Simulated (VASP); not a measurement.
Wanted: the native input for a VASP 6.6.1 run.

```yaml
Task: single point
Functional: r2SCAN
Potentials_or_basis: VASP PAW PBE potentials, release 64 (In_d)
Cutoff: 520 eV
k_mesh: 22 × 22 × 22
Occupations: gaussian, width 0.15 eV
Spin: no spin polarisation
Dipole_correction: no
Further_INCAR_settings: ALGO = Normal; EDIFF = 1e-07; NBANDS = 12
```

In:

```
In
1.0
    -1.71667    1.71667    2.21992
     1.71667   -1.71667    2.21992
     1.71667    1.71667   -2.21992
In
1
Direct
  0.00000 0.00000 0.00000
```

This cell differs from its parent crystal: ratio of the length along z to the lengths across it x 0.85, volume and fractional coordinates fixed.

The input as run:

POSCAR

```
In
1.0
   -1.7166732042      1.7166732042      2.2199176722
    1.7166732042     -1.7166732042      2.2199176722
    1.7166732042      1.7166732042     -2.2199176722
In
1
Direct
    0.0000000000      0.0000000000      0.0000000000
```

INCAR.step1

```
PREC     = Accurate       # precision mode
ENCUT    = 520            # plane-wave cutoff, eV
ISMEAR   = 0              # smearing method
SIGMA    = 0.15           # smearing width, eV
LREAL    = F              # projectors in reciprocal space
LASPH    = T              # aspherical terms in the spheres
NELM     = 80             # most SCF steps
NBANDS   = 12             # bands
GGA      = PE             # functional
ALGO     = Normal         # electronic algorithm
EDIFF    = 1E-4           # SCF threshold, eV
LWAVE    = T              # write WAVECAR
LCHARG   = F              # write CHGCAR
```

INCAR.step2

```
PREC     = Accurate       # precision mode
ENCUT    = 520            # plane-wave cutoff, eV
EDIFF    = 1E-7           # SCF threshold, eV
ISMEAR   = 0              # smearing method
SIGMA    = 0.15           # smearing width, eV
LREAL    = F              # projectors in reciprocal space
LASPH    = T              # aspherical terms in the spheres
NELM     = 80             # most SCF steps
ALGO     = Normal         # electronic algorithm
ISIF     = 2              # what is computed and relaxed
LWAVE    = F              # write WAVECAR
LCHARG   = T              # write CHGCAR
METAGGA  = R2SCAN         # meta-GGA
LMIXTAU  = T            
LELF     = T              # ELF
LVHAR    = T            
NBANDS   = 12             # bands
ISTART   = 1
```

KPOINTS

```
Automatic mesh
0
Gamma
  22 22 22
```

Potentials or basis: VASP PAW PBE potentials, release 64 (In_d).

Run with:

```bash
$ cat potpaw_PBE.64/In_d/POTCAR > POTCAR
$ cp INCAR.step1 INCAR
$ mpirun -np 1 vasp_std > vasp.out
$ cp INCAR.step2 INCAR
$ mpirun -np 1 vasp_std > vasp.out
```

It gave:

```yaml
Pressure: 0.2 GPa
```

Caveat: the PAW data sets were made with another functional, which shifts forces and pressure a little.

It took 10 min on 1 thread of Oxide Virtual Turin-like Processor, with other jobs on the host, peak memory 0.32 GiB.
